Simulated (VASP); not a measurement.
# Ag (Im-3m) in VASP: a series of runs

Runs on Ag. Level: PBE. Tasks: single point.

All numbers are computed with VASP 6.6.1; they aren't measurements. Logs are shortened: lines on timing, memory, paths and dates and some standing lists are left out, and cuts for length are marked.

**1. The cell of the first run**

Symmetry: Im-3m, No. 229, cubic system. The conventional cell has a = 3.280 Å, b = 3.280 Å, c = 3.280 Å, α = 90.00°, β = 90.00°, γ = 90.00°. Ag (site symmetry m-3m) has 14 Ag at 2.84 to 3.28 Å within 3.7 Å.

This isn't the form of Ag at room conditions, which is fcc.

**2. Single point, PBE**

INCAR reads:

```
SYSTEM = Ag
PREC = Accurate
ENCUT = 520
EDIFF = 1E-7
ISMEAR = -1
SIGMA = 0.06122561905347299
LREAL = .FALSE.
LASPH = .TRUE.
NELM = 80
ALGO = Normal
ISIF = 2
LWAVE = .FALSE.
LCHARG = .TRUE.
GGA = PE
LELF = .TRUE.
LVHAR = .TRUE.
NBANDS = 12
```

KPOINTS reads:

```
regular mesh
0
G
  23 23 23
  0 0 0
```

POSCAR reads:

```
Ag
1.0
   -1.6398854273      1.6398854273      1.6398854273
    1.6398854273     -1.6398854273      1.6398854273
    1.6398854273      1.6398854273     -1.6398854273
Ag
1
Direct
    0.0000000000      0.0000000000      0.0000000000
```

Potentials or basis: VASP PAW PBE potentials, release 64 (Ag).

Launch:

```
> cat potpaw_PBE.64/Ag/POTCAR > POTCAR
> mpirun -np 1 vasp_std > vasp.out
```

OUTCAR:

```text
SYSTEM = Ag
   PREC = Accurate
   ENCUT = 520
   EDIFF = 1E-7
   ISMEAR = -1
   LREAL = .FALSE.
   LASPH = .TRUE.
   NELM = 80
   ISIF = 2
   GGA = PE

 ion  position               nearest neighbor table
   1  0.000  0.000  0.000-

  LATTYP: Found a body centered cubic cell.
 ALAT       =     3.2797708546

  Lattice vectors:

 A1 = (  -1.6398854273,   1.6398854273,   1.6398854273)
 A2 = (   1.6398854273,  -1.6398854273,   1.6398854273)
 A3 = (   1.6398854273,   1.6398854273,  -1.6398854273)

Analysis of symmetry for initial positions (statically):
=====================================================================
 Subroutine PRICEL returns:
 Original cell was already a primitive cell.

 Routine SETGRP: Setting up the symmetry group for a
 body centered cubic supercell.

 Subroutine GETGRP returns: Found 48 space group operations
 (whereof 48 operations were pure point group operations)
 out of a pool of 48 trial point group operations.

The static configuration has the point symmetry O_h .

Analysis of symmetry for dynamics (positions and initial velocities):
=====================================================================
 Subroutine PRICEL returns:
 Original cell was already a primitive cell.

 Routine SETGRP: Setting up the symmetry group for a
 body centered cubic supercell.

 Subroutine GETGRP returns: Found 48 space group operations
 (whereof 48 operations were pure point group operations)
 out of a pool of 48 trial point group operations.

The dynamic configuration has the point symmetry O_h .

 Subroutine INISYM returns: Found 48 space group operations
 (whereof 48 operations are pure point group operations),
 and found     1 'primitive' translations

----------------------------------------------------------------------------------------

                                     Primitive cell

  volume of cell :      17.6401

  direct lattice vectors                    reciprocal lattice vectors
    -1.639885427  1.639885427  1.639885427     0.000000000  0.304899349  0.304899349
     1.639885427 -1.639885427  1.639885427     0.304899349  0.000000000  0.304899349
     1.639885427  1.639885427 -1.639885427     0.304899349  0.304899349  0.000000000

  length of vectors
     2.840364879  2.840364879  2.840364879     0.431192795  0.431192795  0.431192795

[... 76 lines left out ...]
   ENCUT  =  520.0 eV  38.22 Ry    6.18 a.u.   5.28  5.28  5.28*2*pi/ulx,y,z
   NELM   =     80;   NELMIN=  2; NELMDL= -5     # of ELM steps
   EDIFF  = 0.1E-06   stopping-criterion for ELM
   LREAL  =      F    real-space projection
   EDIFFG = 0.1E-05   stopping-criterion for IOM
   NSW    =      0    number of steps for IOM
   IBRION =     -1    ionic relax: 0-MD 1-quasi-New 2-CG
   NFREE  =      0    steps in history (QN), initial steepest desc. (CG)
   ISIF   =      2    stress and relaxation
   ISYM   =      2    0-nonsym 1-usesym 2-fastsym
   POTIM  = 0.5000    time-step for ionic-motion
   TEBEG  =    0.0;   TEEND  =   0.0 temperature during run
   PSTRESS=    0.0 pullay stress
   NELECT =      11.0000    total number of electrons
   NUPDOWN=      -1.0000    fix difference up-down
   EMIN   =  10.00;   EMAX   =-10.00  energy-range for DOS
   EFERMI =   0.00;   METHOD = LEGACY
   ISMEAR =    -1;   SIGMA  =   0.06  broadening in eV -4-tet -1-fermi 0-gaus
   EFERMI_NEDOS =   21; number of points for ismear=-14 and -15
   IALGO  =     38    algorithm
   IMIX   =      4    mixing-type and parameters
     AMIX     =   0.40;   BMIX     =  1.00
     AMIX_MAG =   1.60;   BMIX_MAG =  1.00
  volume/ion in A,a.u.               =      17.64       119.04
  Fermi-wavevector in a.u.,A,eV,Ry     =   1.398639  2.643044 26.615585  1.956190
  Thomas-Fermi vector in A             =   2.521777
   LORBIT       =      0    0 simple, 1 ext, 2 COOP (PROOUT), +10 PAW based schemes
   GGA     = PE    functional components
   LHFCALC =     F    Hartree Fock is set to
   AEXX    =    0.0000 exact exchange contribution
   IVDW    =     0    specifies the selected vdW correction
   LEPSILON=     F    determine dielectric tensor
   LRPA    =     F    only Hartree local field effects (RPA)
 non-spin polarized calculation
  energy-cutoff  :      520.00
  volume of cell :       17.64
 maximum number of plane-waves:       486
 NGX is ok and might be reduce to    24
   NGX = 11   NGY = 11   NGZ = 11

 number of electron      11.0000004 magnetization

 Free energy of the ion-electron system (eV)
  ---------------------------------------------------
  ext. energy  EPLUGINS =         0.00000000
  ---------------------------------------------------
  free energy    TOTEN  =        -2.68795382 eV

  energy without entropy =       -2.68462090  energy(sigma->0) =       -2.68628736

 E-fermi :   8.0112     XC(G=0): -12.0077

 val. band max:        7.9998645113   @ k =  -0.3478   0.4783   0.0435
 cond. band min:       8.0128920391   @ k =  -0.3043   0.4783   0.0435
 fundamental gap:      0.0130275278
 Fermi energy:         8.0111509286

 k-point     1 :       0.0000    0.0000    0.0000
  band No.  band energies     occupation
      1       0.4531      2.00000
      2       3.1688      2.00000
      3       3.1688      2.00000
      4       3.1688      2.00000
      5       4.4302      2.00000
      6       4.4302      2.00000
      7      25.8298      0.00000
      8      25.8298      0.00000
      9      25.8298      0.00000
     10      31.6293      0.00000
     11      31.6293      0.00000
     12      31.6293      0.00000
[... 331 lines left out ...]
 k-point    24 :       0.0870    0.0870    0.0000
  band No.  band energies     occupation
      1       1.1445      2.00000
      2       3.0552      2.00000
      3       3.1169      2.00000
      4       3.6055      2.00000
      5       4.2721      2.00000
      6       4.4591      2.00000
      7      23.9743      0.00000
      8      24.5811      0.00000
      9      26.3253      0.00000
     10      27.3740      0.00000
     11      29.0894      0.00000
     12      30.2692      0.00000

 [... further k-points ...]
[... 5 lines left out ...]
  --------------------------------------------------------------------------------------
  -------------------------------------------------------------------------------------
  Total        0.1767170      0.1767170      0.1767170      0.0000000     -0.0000000      0.0000000
  in kB       16.0504902     16.0504902     16.0504902      0.0000000     -0.0000000      0.0000000
  external PRESSURE =      16.0504902 kB  Pullay stress =       0.0000000 kB

 VOLUME and BASIS-vectors are now :
 -----------------------------------------------------------------------------
  energy-cutoff  :      520.00
  volume of cell :       17.64
      direct lattice vectors                 reciprocal lattice vectors
    -1.639885427  1.639885427  1.639885427     0.000000000  0.304899349  0.304899349
     1.639885427 -1.639885427  1.639885427     0.304899349  0.000000000  0.304899349
     1.639885427  1.639885427 -1.639885427     0.304899349  0.304899349  0.000000000

 POSITION                                       TOTAL-FORCE (eV/Angst)
 -----------------------------------------------------------------------------------
      0.00000      0.00000      0.00000        -0.000000     -0.000000     -0.000000
 -----------------------------------------------------------------------------------
    total drift:                                0.000000      0.000000      0.000000

  FREE ENERGIE OF THE ION-ELECTRON SYSTEM (eV)
  ---------------------------------------------------
  free  energy   TOTEN  =        -2.6879538213 eV

  energy  without entropy=       -2.6846208988  energy(sigma->0) =       -2.68628736
```

stdout:

```text
POSCAR found type information on POSCAR Ag
 POSCAR found :  1 types and       1 ions
 scaLAPACK will be used
 LDA part: xc-table for (Slater+PW92), standard interpolation
 POSCAR, INCAR and KPOINTS ok, starting setup
 FFT: planning ... GRIDC
 FFT: planning ... GRID_SOFT
 FFT: planning ... GRID
 WAVECAR not read
 entering main loop
```

It took 1.8 min on 1 thread of Intel Xeon 8259CL, shared host; peak memory 0.2 GiB.

Results:

```
Free energy            : -2.6880 eV
Pressure               : 1.6 GPa
Band gap on the k mesh : zero (an odd number of electrons rules out a gap without spin polarisation)
```

Levels at points of the mesh, in eV from the Fermi level:
```tsv
k point	band 1	band 2	band 3	band 4	band 5	band 6	band 7	band 8	band 9	band 10
(0.00, 0.00, 0.00)	-7.56	-4.84	-4.84	-4.84	-3.58	-3.58	17.82	17.82	17.82	23.62
```

[end of part 1 of 2]
